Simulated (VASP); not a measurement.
## Ba: single point with r2SCAN

The system is Ba.

```
Ba
1.0
    -2.53679    2.53679    2.53679
     2.53679   -2.53679    2.53679
     2.53679    2.53679   -2.53679
Ba
1
Cartesian
  0.0000 0.0000 0.0000
```

```json
{
  "Program": "VASP 6.6.1",
  "Task": "single point",
  "Functional": "r2SCAN",
  "Potentials or basis": "VASP PAW PBE potentials, release 64 (Ba_sv)",
  "Cutoff": "520 eV",
  "k mesh": "2 × 2 × 2",
  "Occupations": "fermi-dirac, width 0.1 eV",
  "Spin": "no spin polarisation",
  "Dipole correction": "no",
  "Further INCAR settings": "ALGO = Normal; EDIFF = 1e-06; NBANDS = 11"
}
```

| Property | Result |
| --- | --- |
| Pressure | -4.4 GPa |
| Band gap on the k mesh | zero (filled and empty bands touch) |

Levels at points of the mesh, in eV from the Fermi level:
```
           k point  band 3  band 4  band 5  band 6  band 7  band 8
(0.00, 0.00, 0.00)  -13.98  -13.98   -2.33    2.62    2.62    2.62
(0.50, 0.00, 0.00)  -14.11  -13.99   -0.32    1.41    1.66    3.96
(0.50, 0.50, 0.50)  -14.27  -14.27   -0.05   -0.05    5.10    5.10
```

Wall time 57 s on 1 thread of Intel Xeon 8259CL, on a shared host, peak memory 0.21 GiB.

Caveat: the k points lie up to 0.88 Å⁻¹ apart; the PAW data sets were made with another functional, which shifts forces and pressure a little; spin-orbit coupling is left out, which moves the levels of the heavy elements.
